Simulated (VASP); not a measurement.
Write the native input for VASP 6.6.1 that does the following.

- Task: relaxation of cell and atoms
- Functional: PBE
- Potentials or basis: VASP PAW PBE potentials, release 64 (Cd, H)
- Cutoff: 600 eV
- k mesh: 8 × 8 × 4
- Occupations: gaussian, width 0.02 eV
- Spin: no spin polarisation
- Dipole correction: no
- Further INCAR settings: ALGO = Normal; EDIFF = 1e-06; IBRION = 2; EDIFFG = -0.01; NSW = 100; ISIF = 3

The structure of CdH6 lies in POSCAR:

```
CdH6
1.0
    3.8489990187      0.0000000000      0.0000000000
    0.0000000000      3.8489990187      0.0000000000
    0.0000000000      0.0000000000      7.1692335934
Cd H
1 6
Direct
    0.5000000000      0.5000000000      0.5000000000
    0.9028898111      0.5000000000      0.0000000000
    0.0971101889      0.5000000000      0.0000000000
    0.5000000000      0.9028898111      0.0000000000
    0.5000000000      0.0971101889      0.0000000000
    0.0000000000      0.5000000000      0.5000000000
    0.5000000000      0.0000000000      0.5000000000
```

These files were run (other wordings do the same):

INCAR

```
SYSTEM = CdH6
  ALGO = Normal
  EDIFF = 1E-6
  EDIFFG = -0.01
  ENCUT = 600
  GGA = PE
  IBRION = 2
  ISIF = 3
  ISMEAR = 0
  LASPH = .True.
  LCHARG = .False.
  LREAL = .False.
  LWAVE = .False.
  NELM = 100
  NSW = 100
  PREC = Accurate
  SIGMA = 0.02
```

KPOINTS

```
k-points
0
Gamma
  8 8 4
  0 0 0
```

Potentials or basis: VASP PAW PBE potentials, release 64 (Cd, H).

Command:

```bash
$ cat potpaw_PBE.64/Cd/POTCAR potpaw_PBE.64/H/POTCAR > POTCAR
$ mpirun -np 1 vasp_std > vasp.out
```

It gave:

- Relaxed volume: 15.31 Å³/atom
- Relaxed cell: a = 3.865 Å, b = 3.865 Å, c = 7.175 Å, α = 90.00°, β = 90.00°, γ = 90.00°
- Space group after relaxing (to 0.05 Å): P4/mmm (No. 123)
- Energy gained by relaxing: 0.1 meV/atom
- Ionic steps: 5
- Pressure after relaxing: 0.0 GPa
- Largest force after relaxing: 0.004 eV/Å
- Band gap on the k mesh: zero (band 9 reaches -0.19 eV, above the bottom of band 10 at -2.30 eV)

Run time: 87 s on 1 thread of AMD EPYC 9R45 96-Core Processor (Zen 5), with other jobs on the host, peak memory 0.26 GiB.
